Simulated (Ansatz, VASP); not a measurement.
## Y: VASP beside Ansatz

INCAR

```
SYSTEM = Y
  PREC = Accurate
  ENCUT = 520
  EDIFF = 1E-6
  ISMEAR = 0
  SIGMA = 0.15
  LREAL = .False.
  LASPH = .True.
  NELM = 60
  ALGO = Fast
  ISIF = 2
  LWAVE = .False.
  LCHARG = .False.
  GGA = PS
  NBANDS = 12
```

KPOINTS

```
Automatic mesh
0
Gamma
  16 16 16
  0 0 0
```

POSCAR

```
Y
1.0
    0.0000000000      2.4850000000      2.3856000000
    2.4850000000      0.0000000000      2.3856000000
    2.4850000000      2.4850000000      0.0000000000
Y
1
Direct
    0.0000000000      0.0000000000      0.0000000000
```

Input for Ansatz:

```yaml
crystal:
  lattice:
    - [0.0, 2.485, 2.3856]
    - [2.485, 0.0, 2.3856]
    - [2.485, 2.485, 0.0]
  atoms:
    - { symbol: "Y", position: [0.0, 0.0, 0.0] }
basis:
  ecutwfc: 420
kpoints:
  mp_grid: { grid: [16, 16, 16] }
hamiltonian:
  xc: pbesol
scf:
  occupations: { method: gaussian, width: 0.15 }
output:
  forces: true
  stress: true
  eigenvalues: true
```

Change from the starting cell: strain +0.000 along x and y, -0.040 along z, atoms carried along.

Alike in both runs: task single point; functional PBEsol; k mesh 16 × 16 × 16; occupations gaussian, width 0.15 eV; no spin polarisation.

|  | VASP | Ansatz |
| --- | --- | --- |
| version | VASP 6.6.1 | Ansatz 0.2.0 |
| potentials or method | VASP PAW PBE potentials, release 64 (Y_sv), cutoff 520 eV | scalar-relativistic, plane waves, PAW |
| valence electrons in the cell | 11 | 11 |

|  | VASP | Ansatz | Ansatz less VASP |
| --- | --- | --- | --- |
| gap on the k mesh at the Fermi level (eV) | none | none | - |
| pressure (GPa) | 1.9 | 2.0 | +0.17 |
| traceless stress, the component that is largest in VASP (GPa) | 0.81 | 0.80 | -0.009 |

VASP's potentials were made for PBE, not for PBEsol. A gap of «none» marks a metal or a gap that the smearing closes.
